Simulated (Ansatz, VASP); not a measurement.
## One calculation of MoS2, two programs

Contents of INCAR:

```
PREC     = Accurate       # precision mode
ENCUT    = 520            # plane-wave cutoff, eV
EDIFF    = 1E-6           # SCF threshold, eV
ISMEAR   = -1             # smearing method
SIGMA    = 0.03           # smearing width, eV
LREAL    = F              # projectors in reciprocal space
LASPH    = T              # aspherical terms in the spheres
NELM     = 100            # most SCF steps
ALGO     = Normal         # electronic algorithm
ISIF     = 2              # what is computed and relaxed
LWAVE    = F              # write WAVECAR
LCHARG   = F              # write CHGCAR
GGA      = PE             # functional
NBANDS   = 35             # bands
```

KPOINTS

```
Automatic mesh
0
Gamma
  10 10 3
```

Contents of POSCAR:

```
MoS2
1.0
    3.1293915856      0.0000000000      0.0000000000
   -1.5646957928      2.7101326115      0.0000000000
    0.0000000000      0.0000000000     12.2950000000
Mo S
2 4
Direct
    0.3333333333      0.6666666667      0.2500000000
    0.6666666667      0.3333333333      0.7500000000
    0.3333333333      0.6666666667      0.6275000000
    0.6666666667      0.3333333333      0.1275000000
    0.3333333333      0.6666666667      0.8725000000
    0.6666666667      0.3333333333      0.3725000000
```

Input for Ansatz:

```yaml
crystal:
  lattice:
    - [3.1293915856, 0.0, 0.0]
    - [-1.5646957928, 2.7101326115, 0.0]
    - [0.0, 0.0, 12.295]
  atoms:
    - { symbol: Mo, position: [0.3333333333, 0.6666666667, 0.25] }
    - { symbol: Mo, position: [0.6666666667, 0.3333333333, 0.75] }
    - { symbol: S, position: [0.3333333333, 0.6666666667, 0.6275] }
    - { symbol: S, position: [0.6666666667, 0.3333333333, 0.1275] }
    - { symbol: S, position: [0.3333333333, 0.6666666667, 0.8725] }
    - { symbol: S, position: [0.6666666667, 0.3333333333, 0.3725] }
kpoints:
  mp_grid: { grid: [10, 10, 3] }
  band_path:
    path:
      - [0.0, 0.0, 0.0]
      - [0.5, 0.0, 0.0]
      - [0.3333333333, 0.3333333333, 0.0]
      - [0.0, 0.0, 0.0]
      - [0.0, 0.0, 0.5]
      - [0.5, 0.0, 0.5]
      - [0.3333333333, 0.3333333333, 0.5]
      - [0.0, 0.0, 0.5]
      - [0.5, 0.0, 0.5]
    npoints: 5
scf:
  occupations: { method: fermi_dirac, width: 0.03 }
hamiltonian:
  xc: pbe
  pseudopotentials: { kind: all_electron, lapw: { basis_error: 0.001 } }
output:
  forces: true
  stress: true
  eigenvalues: true
```

Change from the starting cell: equal xx and yy strain of -1 %.

Alike in both runs: task single point; functional PBE; k mesh 10 × 10 × 3; occupations fermi-dirac, width 0.03 eV; no spin polarisation.

|  | VASP | Ansatz |
| --- | --- | --- |
| version | VASP 6.6.1 | Ansatz 0.2.0 |
| potentials or method | VASP PAW PBE potentials, release 64 (Mo_sv, S), cutoff 520 eV | all-electron LAPW, scalar-relativistic |

|  | VASP | Ansatz | Ansatz less VASP |
| --- | --- | --- | --- |
| pressure (GPa) | 12.3 | 12.5 | +0.20 |
| traceless stress, the component that is largest in VASP (GPa) | 3.50 | 3.55 | +0.050 |
| rms of the force components (eV/Å) | 0.682 | 0.692 | +0.0101 |

Atom by atom the forces differ by 0.010 eV/Å (rms over components). Ansatz ran all-electron here, and VASP with PAW potentials.
